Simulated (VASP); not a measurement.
# Ru (Cmce) in VASP: single point with PBEsol

Aim: the single point of Ru with PBEsol.

Program: VASP 6.6.1. These are calculated values, not measurements. Logs are shortened: lines on timing, memory, paths and dates and some standing lists are left out, and cuts for length are marked.

### 1 The cell of the first run

The structure is orthorhombic, space group Cmce (No. 64). Conventional cell: a = 2.711 Å, b = 9.180 Å, c = 4.590 Å, α = 90.00°, β = 90.00°, γ = 90.00°. Ru (site symmetry m) has 11 Ru at 2.33 to 3.22 Å within 3.3 Å.

### 2 Single point, PBEsol

INCAR reads:

```
ALGO = Normal
EDIFF = 1E-6
ENCUT = 600
GGA = PS
GGA_COMPAT = False
ISIF = 2
ISMEAR = 0
LASPH = True
LCHARG = True
LELF = True
LREAL = False
LVHAR = True
LWAVE = False
NBANDS = 40
NELM = 120
PREC = Accurate
SIGMA = 0.1
```

KPOINTS reads:

```
k-points
0
Gamma
  18 18 10
```

POSCAR reads:

```
Ru
1.0
    1.3553958657     -4.5900191604      0.0000000000
    1.3553958657      4.5900191604      0.0000000000
    0.0000000000      0.0000000000      4.5897329160
Ru
4
Direct
    0.1266930091      0.8733069909      0.9818925328
    0.6266930091      0.3733069909      0.5181074672
    0.8733069909      0.1266930091      0.0181074672
    0.3733069909      0.6266930091      0.4818925328
```

Potentials or basis: VASP PAW PBE potentials, release 64 (Ru_sv).

Started as:

```console
$ cat potpaw_PBE.64/Ru_sv/POTCAR > POTCAR
$ mpirun -np 1 vasp_std > vasp.out
```

OUTCAR:

```text
EDIFF = 1E-6
   ENCUT = 600
   GGA = PS
   ISIF = 2
   ISMEAR = 0
   LASPH = True
   LREAL = False
   NELM = 120
   PREC = Accurate

 ion  position               nearest neighbor table
   1  0.127  0.873  0.982-   3 2.33   2 2.52   2 2.52   3 2.64   3 2.64
   2  0.627  0.373  0.518-   4 2.33   1 2.52   1 2.52   4 2.64   4 2.64
   3  0.873  0.127  0.018-   1 2.33   4 2.52   4 2.52   1 2.64   1 2.64
   4  0.373  0.627  0.482-   2 2.33   3 2.52   3 2.52   2 2.64   2 2.64

  LATTYP: Found a base centered orthorhombic cell.
 ALAT       =     2.7107917314
 B/A-ratio  =     3.3864786492
 C/A-ratio  =     1.6931337302

  Lattice vectors:

 A1 = (   1.3553958657,  -4.5900191604,   0.0000000000)
 A2 = (   1.3553958657,   4.5900191604,   0.0000000000)
 A3 = (   0.0000000000,   0.0000000000,   4.5897329160)

Analysis of symmetry for initial positions (statically):
=====================================================================
 Subroutine PRICEL returns:
 Original cell was already a primitive cell.

 Routine SETGRP: Setting up the symmetry group for a
 base centered orthorhombic supercell.

 Subroutine GETGRP returns: Found  8 space group operations
 (whereof  4 operations were pure point group operations)
 out of a pool of  8 trial point group operations.

The static configuration has the point symmetry C_2h.
 The point group associated with its full space group is D_2h.

Analysis of symmetry for dynamics (positions and initial velocities):
=====================================================================
 Subroutine PRICEL returns:
 Original cell was already a primitive cell.

 Routine SETGRP: Setting up the symmetry group for a
 base centered orthorhombic supercell.

 Subroutine GETGRP returns: Found  8 space group operations
 (whereof  4 operations were pure point group operations)
 out of a pool of  8 trial point group operations.

The dynamic configuration has the point symmetry C_2h.
 The point group associated with its full space group is D_2h.

 Subroutine INISYM returns: Found  8 space group operations
 (whereof  4 operations are pure point group operations),
 and found     1 'primitive' translations

----------------------------------------------------------------------------------------

                                     Primitive cell

  volume of cell :      57.1081

[... 85 lines left out ...]
   ICHARG =      2    charge: 1-file 2-atom 10-const
   ISPIN  =      1    spin polarized calculation?
   LNONCOLLINEAR =      F non collinear calculations
   LSORBIT =      F    spin-orbit coupling
   LASPH  =      T    aspherical Exc in radial PAW
   ENCUT  =  600.0 eV  44.10 Ry    6.64 a.u.   9.56  9.56  9.17*2*pi/ulx,y,z
   NELM   =    120;   NELMIN=  2; NELMDL= -5     # of ELM steps
   EDIFF  = 0.1E-05   stopping-criterion for ELM
   LREAL  =      F    real-space projection
   EDIFFG = 0.1E-04   stopping-criterion for IOM
   NSW    =      0    number of steps for IOM
   IBRION =     -1    ionic relax: 0-MD 1-quasi-New 2-CG
   NFREE  =      0    steps in history (QN), initial steepest desc. (CG)
   ISIF   =      2    stress and relaxation
   ISYM   =      2    0-nonsym 1-usesym 2-fastsym
   POTIM  = 0.5000    time-step for ionic-motion
   TEBEG  =    0.0;   TEEND  =   0.0 temperature during run
   PSTRESS=    0.0 pullay stress
   NELECT =      64.0000    total number of electrons
   NUPDOWN=      -1.0000    fix difference up-down
   EMIN   =  10.00;   EMAX   =-10.00  energy-range for DOS
   EFERMI =   0.00;   METHOD = LEGACY
   ISMEAR =     0;   SIGMA  =   0.10  broadening in eV -4-tet -1-fermi 0-gaus
   EFERMI_NEDOS =   21; number of points for ismear=-14 and -15
   IALGO  =     38    algorithm
   IMIX   =      4    mixing-type and parameters
     AMIX     =   0.40;   BMIX     =  1.00
     AMIX_MAG =   1.60;   BMIX_MAG =  1.00
  volume/ion in A,a.u.               =      14.28        96.35
  Fermi-wavevector in a.u.,A,eV,Ry     =   1.700469  3.213421 39.342551  2.891596
  Thomas-Fermi vector in A             =   2.780599
   LORBIT       =      0    0 simple, 1 ext, 2 COOP (PROOUT), +10 PAW based schemes
   GGA     = PS    functional components
   LHFCALC =     F    Hartree Fock is set to
   AEXX    =    0.0000 exact exchange contribution
   IVDW    =     0    specifies the selected vdW correction
   LEPSILON=     F    determine dielectric tensor
   LRPA    =     F    only Hartree local field effects (RPA)
 non-spin polarized calculation
 Gauss-broadening in eV      SIGMA  =   0.10
  energy-cutoff  :      600.00
  volume of cell :       57.11
 maximum number of plane-waves:      1933
   NGX = 19   NGY = 19   NGZ = 19

 number of electron      64.0000006 magnetization

 Free energy of the ion-electron system (eV)
  ---------------------------------------------------
  ext. energy  EPLUGINS =         0.00000000
  ---------------------------------------------------
  free energy    TOTEN  =       -38.30930223 eV

  energy without entropy =      -38.28752081  energy(sigma->0) =      -38.29841152

 E-fermi :  14.1279     XC(G=0): -14.0225

 val. band max:       14.1278492693   @ k =  -0.2778   0.1111   0.3000
 cond. band min:      14.1294533372   @ k =   0.3889   0.1111   0.2000
 fundamental gap:      0.0016040679
 Fermi energy:        14.1279234563

 k-point     1 :       0.0000    0.0000    0.0000
  band No.  band energies     occupation
      1     -58.8782      2.00000
      2     -58.7167      2.00000
      3     -58.6555      2.00000
      4     -58.5077      2.00000
      5     -29.5803      2.00000
      6     -29.3817      2.00000
[... 1021 lines left out ...]
     39      18.8440      0.00000
     40      22.2686      0.00000

 [... further k-points ...]
[... 5 lines left out ...]
  --------------------------------------------------------------------------------------
  -------------------------------------------------------------------------------------
  Total       -0.1002104     -0.0966172     -0.0862854      0.0000000      0.0000000      0.0000000
  in kB       -2.8114173     -2.7106091     -2.4207489      0.0000000      0.0000000      0.0000000
  external PRESSURE =      -2.6475918 kB  Pullay stress =       0.0000000 kB

 VOLUME and BASIS-vectors are now :
 -----------------------------------------------------------------------------
  energy-cutoff  :      600.00
  volume of cell :       57.11
      direct lattice vectors                 reciprocal lattice vectors
     1.355395866 -4.590019160  0.000000000     0.368895916 -0.108932007  0.000000000
     1.355395866  4.590019160  0.000000000     0.368895916  0.108932007  0.000000000
     0.000000000  0.000000000  4.589732916     0.000000000  0.000000000  0.217877602

 POSITION                                       TOTAL-FORCE (eV/Angst)
 -----------------------------------------------------------------------------------
      1.35540      3.42697      4.50662         0.000000      0.001445     -0.006726
      1.35540     -1.16305      2.37797         0.000000      0.001445      0.006726
      1.35540     -3.42697      0.08311         0.000000     -0.001445      0.006726
      1.35540      1.16305      2.21176         0.000000     -0.001445     -0.006726
 -----------------------------------------------------------------------------------
    total drift:                                0.000000     -0.000000      0.000000

  FREE ENERGIE OF THE ION-ELECTRON SYSTEM (eV)
  ---------------------------------------------------
  free  energy   TOTEN  =       -38.3093022285 eV

  energy  without entropy=      -38.2875208134  energy(sigma->0) =      -38.29841152
```

OSZICAR:

```text
N       E                     dE             d eps       ncg     rms          rms(c)
DAV:   1     0.108854399215E+04    0.10885E+04   -0.44799E+04 43680   0.206E+03
DAV:   2     0.433551254205E+01   -0.10842E+04   -0.10502E+04 48736   0.676E+02
DAV:   3    -0.399555967996E+02   -0.44291E+02   -0.41594E+02 52384   0.147E+02
DAV:   4    -0.407321173289E+02   -0.77652E+00   -0.77326E+00 44856   0.206E+01
DAV:   5    -0.407455499534E+02   -0.13433E-01   -0.13430E-01 50336   0.271E+00    0.382E+01
DAV:   6    -0.384241413764E+02    0.23214E+01   -0.72504E+00 46432   0.186E+01    0.829E+00
DAV:   7    -0.383212625022E+02    0.10288E+00   -0.41714E-01 52368   0.370E+00    0.211E+00
DAV:   8    -0.383093401671E+02    0.11922E-01   -0.21508E-02 44928   0.133E+00    0.447E-01
DAV:   9    -0.383093011214E+02    0.39046E-04   -0.73141E-04 53720   0.240E-01    0.872E-02
DAV:  10    -0.383093037428E+02   -0.26214E-05   -0.12027E-04 46072   0.767E-02    0.285E-02
DAV:  11    -0.383093020912E+02    0.16517E-05   -0.11515E-05 50248   0.376E-02    0.491E-03
DAV:  12    -0.383093022285E+02   -0.13734E-06   -0.12578E-06 26368   0.104E-02
   1 F= -.38309302E+02 E0= -.38298412E+02  d E =-.217814E-01
```

stdout:

```text
POSCAR found type information on POSCAR Ru
 POSCAR found :  1 types and       4 ions
 scaLAPACK will be used
 -----------------------------------------------------------------------------
|                                                                             |
|                                                                             |
|     You enforced a specific xc type in the INCAR file but a different       |
|     I HOPE YOU KNOW WHAT YOU ARE DOING!                                     |
|                                                                             |
 -----------------------------------------------------------------------------

 LDA part: xc-table for (Slater+PW92), standard interpolation
 POSCAR, INCAR and KPOINTS ok, starting setup
 FFT: planning ... GRIDC
 FFT: planning ... GRID_SOFT
 FFT: planning ... GRID
 WAVECAR not read
 entering main loop
```

Run time: 19 min. Hardware: 1 thread of Intel Xeon 6975P-C (Granite Rapids), shared host; peak memory 1 GiB.

Results:

| Quantity | Value |
| --- | --- |
| Free energy | -38.3093 eV |
| Pressure | -0.3 GPa |
| Largest force | 0.007 eV/Å |
| Band gap on the k mesh | zero (bands 32 and 33 overlap by 2.21 eV) |

Forces on the atoms (eV/Å):
```
Ru   0.000  0.001 -0.007
Ru   0.000  0.001  0.007
Ru   0.000 -0.001  0.007
Ru   0.000 -0.001 -0.007
```

Caveat: the PAW data sets were made with another functional, which shifts forces and pressure a little.
